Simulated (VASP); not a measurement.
# Li (P6_3/mmc) in VASP: a series of runs

Runs on Li. Level: PBE+D3(BJ). Tasks: single point, relaxation of cell and atoms, relaxation of shape and atoms at fixed volume.

All numbers are computed with VASP 6.6.1; they aren't measurements. Logs are shortened: lines on timing, memory, paths and dates and some standing lists are left out, and cuts for length are marked.

### Step 1. The cell of the first run

Symmetry: P6_3/mmc, No. 194, hexagonal system. Conventional cell: a = 2.946 Å, b = 2.946 Å, c = 9.712 Å, α = 90.00°, β = 90.00°, γ = 120.00°. Li (site symmetry -3m) has 12 Li at 2.95 to 2.96 Å within 3.9 Å. Within 3.9 Å of Li (site symmetry -6m2) lie 12 Li at 2.95 to 2.96 Å.

This isn't the form of Li at room conditions, which is bcc.

### Step 2. Single point, PBE+D3(BJ)

INCAR reads:

```
SYSTEM = Li
  PREC = Accurate
  ENCUT = 520
  EDIFF = 1E-7
  ISMEAR = 0
  SIGMA = 0.1
  LREAL = .False.
  LASPH = .True.
  NELM = 100
  ALGO = Normal
  ISIF = 2
  LWAVE = .False.
  LCHARG = .False.
  GGA = PE
  IVDW = 12
  NBANDS = 14
```

KPOINTS reads:

```
regular mesh
0
Gamma
  18 18 4
  0 0 0
```

POSCAR reads:

```
Li
1.0
    2.9464001341      0.0000000000      0.0000000000
   -1.4732000671      2.5516573659      0.0000000000
    0.0000000000      0.0000000000      9.7121036424
Li
4
Direct
    0.0000000000      0.0000000000      0.0000000000
    0.3333333333      0.6666666667      0.2500000000
    0.0000000000      0.0000000000      0.5000000000
    0.6666666667      0.3333333333      0.7500000000
```

Potentials or basis: VASP PAW PBE potentials, release 64 (Li_sv).

On the command line:

```console
$ cat potpaw_PBE.64/Li_sv/POTCAR > POTCAR
$ mpirun -np 1 vasp_std > vasp.out
```

OUTCAR:

```text
SYSTEM = Li
   PREC = Accurate
   ENCUT = 520
   EDIFF = 1E-7
   ISMEAR = 0
   LREAL = .False.
   LASPH = .True.
   NELM = 100
   ISIF = 2
   GGA = PE
   IVDW = 12
 IVDW          = 12

 ion  position               nearest neighbor table
   1  0.000  0.000  0.000-
   2  0.333  0.667  0.250-
   3  0.000  0.000  0.500-
   4  0.667  0.333  0.750-

  LATTYP: Found a hexagonal cell.
 ALAT       =     2.9464001341
 C/A-ratio  =     3.2962609287

  Lattice vectors:

 A1 = (   2.9464001341,   0.0000000000,   0.0000000000)
 A2 = (  -1.4732000671,   2.5516573659,   0.0000000000)
 A3 = (   0.0000000000,   0.0000000000,   9.7121036424)

Analysis of symmetry for initial positions (statically):
=====================================================================
 Subroutine PRICEL returns:
 Original cell was already a primitive cell.

 Routine SETGRP: Setting up the symmetry group for a
 hexagonal supercell.

 Subroutine GETGRP returns: Found 24 space group operations
 (whereof 12 operations were pure point group operations)
 out of a pool of 24 trial point group operations.

The static configuration has the point symmetry D_3d.
 The point group associated with its full space group is D_6h.

Analysis of symmetry for dynamics (positions and initial velocities):
=====================================================================
 Subroutine PRICEL returns:
 Original cell was already a primitive cell.

 Routine SETGRP: Setting up the symmetry group for a
 hexagonal supercell.

 Subroutine GETGRP returns: Found 24 space group operations
 (whereof 12 operations were pure point group operations)
 out of a pool of 24 trial point group operations.

The dynamic configuration has the point symmetry D_3d.
 The point group associated with its full space group is D_6h.

 Subroutine INISYM returns: Found 24 space group operations
 (whereof 12 operations are pure point group operations),
 and found     1 'primitive' translations

----------------------------------------------------------------------------------------

                                     Primitive cell

  volume of cell :      73.0176

  direct lattice vectors                    reciprocal lattice vectors
     2.946400134  0.000000000  0.000000000     0.339397215  0.195951073  0.000000000
    -1.473200067  2.551657366  0.000000000     0.000000000  0.391902147  0.000000000
     0.000000000  0.000000000  9.712103642     0.000000000  0.000000000  0.102964305

  length of vectors
     2.946400134  2.946400134  9.712103642     0.391902147  0.391902147  0.102964305

  position of ions in fractional coordinates (direct lattice)
[... 100 lines left out ...]
   IALGO  =     38    algorithm
   IMIX   =      4    mixing-type and parameters
     AMIX     =   0.40;   BMIX     =  1.00
     AMIX_MAG =   1.60;   BMIX_MAG =  1.00
  volume/ion in A,a.u.               =      18.25       123.19
  Fermi-wavevector in a.u.,A,eV,Ry     =   0.896725  1.694565 10.940667  0.804116
  Thomas-Fermi vector in A             =   2.019220
   LORBIT       =      0    0 simple, 1 ext, 2 COOP (PROOUT), +10 PAW based schemes
   GGA     = PE    functional components
   LHFCALC =     F    Hartree Fock is set to
   AEXX    =    0.0000 exact exchange contribution
   IVDW    =    12    specifies the selected vdW correction
   LEPSILON=     F    determine dielectric tensor
   LRPA    =     F    only Hartree local field effects (RPA)
 non-spin polarized calculation
 Gauss-broadening in eV      SIGMA  =   0.10
  energy-cutoff  :      520.00
  volume of cell :       73.02
 maximum number of plane-waves:      2016
 NGX is ok and might be reduce to    24
   NGX = 11   NGY = 11   NGZ = 37

 number of electron      12.0000017 magnetization

 Free energy of the ion-electron system (eV)
  ---------------------------------------------------
  ext. energy  EPLUGINS =         0.00000000
  ---------------------------------------------------
  free energy    TOTEN  =        -7.58964817 eV

  energy without entropy =       -7.57964191  energy(sigma->0) =       -7.58464504

 E-fermi :   0.9343     XC(G=0):  -7.3042

 val. band max:        0.9212980299   @ k =   0.2222   0.0556   0.5000
 cond. band min:       0.9571541586   @ k =   0.4444  -0.0000   0.2500
 fundamental gap:      0.0358561287
 Fermi energy:         0.9343492933

 k-point     1 :       0.0000    0.0000    0.0000
  band No.  band energies     occupation
      1     -45.4250      2.00000
      2     -45.4124      2.00000
      3     -45.4108      2.00000
      4     -45.3983      2.00000
      5      -2.7608      2.00000
      6      -1.6231      2.00000
      7      -1.6226      2.00000
      8       0.8137      1.91214
      9       4.1424      0.00000
     10       9.3646      0.00000
     11       9.3692      0.00000
     12      14.5224      0.00000
     13      14.5224      0.00000
     14      15.1322      0.00000
[... 377 lines left out ...]
      1     -45.3973      2.00000
      2     -45.3938      2.00000
      3     -45.3922      2.00000
      4     -45.3886      2.00000
      5       0.5953      2.00000
      6       1.5193      0.00000
      7       1.5749      0.00000
      8       2.8568      0.00000
      9       4.9278      0.00000
     10       5.0673      0.00000
     11       5.6869      0.00000
     12       7.1161      0.00000
     13       8.0492      0.00000
     14       8.0924      0.00000

 [... further k-points ...]

------------------------ aborting loop because EDIFF is reached ----------------------------------------

 Edisp (eV)   -0.75114

 E8    (eV) :    -0.3123

  FORCE on cell =-STRESS in cart. coord.  units (eV):
  Direction    XX          YY          ZZ          XY          YZ          ZX
  --------------------------------------------------------------------------------------
  -------------------------------------------------------------------------------------
  Total      -0.03696    -0.03696    -0.04174     0.00000     0.00000     0.00000
  in kB      -0.81095    -0.81095    -0.91597     0.00000     0.00000     0.00000
  external pressure =       -0.85 kB  Pullay stress =        0.00 kB

 VOLUME and BASIS-vectors are now :
 -----------------------------------------------------------------------------
  energy-cutoff  :      520.00
  volume of cell :       73.02
      direct lattice vectors                 reciprocal lattice vectors
     2.946400134  0.000000000  0.000000000     0.339397215  0.195951073  0.000000000
    -1.473200067  2.551657366  0.000000000     0.000000000  0.391902147  0.000000000
     0.000000000  0.000000000  9.712103642     0.000000000  0.000000000  0.102964305

 POSITION                                       TOTAL-FORCE (eV/Angst)
 -----------------------------------------------------------------------------------
      0.00000      0.00000      0.00000        -0.000000     -0.000000     -0.000000
     -0.00000      1.70110      2.42803         0.000000      0.000000     -0.000000
      0.00000      0.00000      4.85605        -0.000000     -0.000000     -0.000000
      1.47320      0.85055      7.28408         0.000000     -0.000000      0.000000
 -----------------------------------------------------------------------------------
    total drift:                               -0.000000      0.000000      0.000000

  FREE ENERGIE OF THE ION-ELECTRON SYSTEM (eV)
  ---------------------------------------------------
  free  energy   TOTEN  =        -8.3407927852 eV

  energy  without entropy=       -8.3307865267  energy(sigma->0) =       -8.33578966
```

It took 36 s on 1 thread of Intel Xeon 6975P-C (Granite Rapids), shared host; peak memory 0.23 GiB.

Results:

```yaml
Free_energy: -8.3408 eV
Band_gap_on_the_k_mesh: zero (bands 6 and 7 overlap by 4.23 eV)
Dispersion_energy_per_atom: -0.188 eV
```

Caveat: the cutoff is under 1.25 times the usual one of these potentials, so pressure, stress and relaxed cells hold a basis-set (Pulay) error.

[end of part 1 of 2]
